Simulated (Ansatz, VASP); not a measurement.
**NaCl: VASP beside Ansatz**

Contents of INCAR:

```
PREC = Accurate
ENCUT = 1130
EDIFF = 1E-6
ISMEAR = -1
SIGMA = 0.025851999786435532
LREAL = F
LASPH = T
NELM = 200
ALGO = Normal
ISIF = 2
LWAVE = F
LCHARG = F
LDAU = T
LDAUTYPE = 2
LDAUL = -1 1
LDAUU = 0 1.4
LDAUJ = 0 0
LDAUPRINT = 1
GGA = PE
NBANDS = 15
GGA_COMPAT = F
```

KPOINTS

```
Automatic mesh
0
Gamma
  4 4 4
```

The input POSCAR:

```
NaCl
1.0
    3.5021900000      0.0000000000      0.0000000000
    0.0000000000      3.5021900000      0.0000000000
    0.0000000000      0.0000000000      3.5021900000
Na Cl
1 1
Direct
    0.0000000000      0.0000000000      0.0000000000
    0.5000000000      0.5000000000      0.5000000000
```

Input for Ansatz:

```yaml
crystal:
  lattice:
    - [3.50219, 0.0, 0.0]
    - [0.0, 3.50219, 0.0]
    - [0.0, 0.0, 3.50219]
  atoms:
    - { symbol: Na, position: [0.0, 0.0, 0.0] }
    - { symbol: Cl, position: [0.5, 0.5, 0.5] }
basis:
  ecutwfc: 420
kpoints:
  mp_grid: { grid: [4, 4, 4] }
hamiltonian:
  xc: pbe
  hubbard: { sites: [{ species: Cl, l: p, u_eff: 1.4 }] }
  dispersion: none
scf:
  occupations: { method: fermi_dirac, width: "300 K" }
output:
  forces: true
  stress: true
  eigenvalues: true
accuracy: high
```

Alike in both runs: task single point; functional PBE; k mesh 4 × 4 × 4; no spin polarisation; Hubbard terms Cl p U = 1.4 eV.

|  | VASP | Ansatz |
| --- | --- | --- |
| version | VASP 6.6.1 | Ansatz 0.2.0 |
| potentials or method | VASP PAW PBE potentials, release 64 (Na_sv, Cl), cutoff 1130 eV | scalar-relativistic, plane waves, PAW |
| occupations | fermi-dirac, width 0.025852 eV | fermi-dirac |
| valence electrons in the cell | 16 | 16 |

Ansatz gave:

* gap on the k mesh at the Fermi level (eV): 4.55
* least direct gap on the mesh (eV): 5.04
* pressure (GPa): 0.2

Question: What did VASP give for the same quantities?

Answer: gap on the k mesh at the Fermi level (eV): 4.04; least direct gap on the mesh (eV): 4.53; pressure (GPa): -0.1.

The programs project onto different local orbitals, so the same U acts differently, and such runs can settle in different states.

The k mesh is coarse, so the values compare programs but aren't converged.

A gap of «none» marks a metal or a gap under the smearing width.
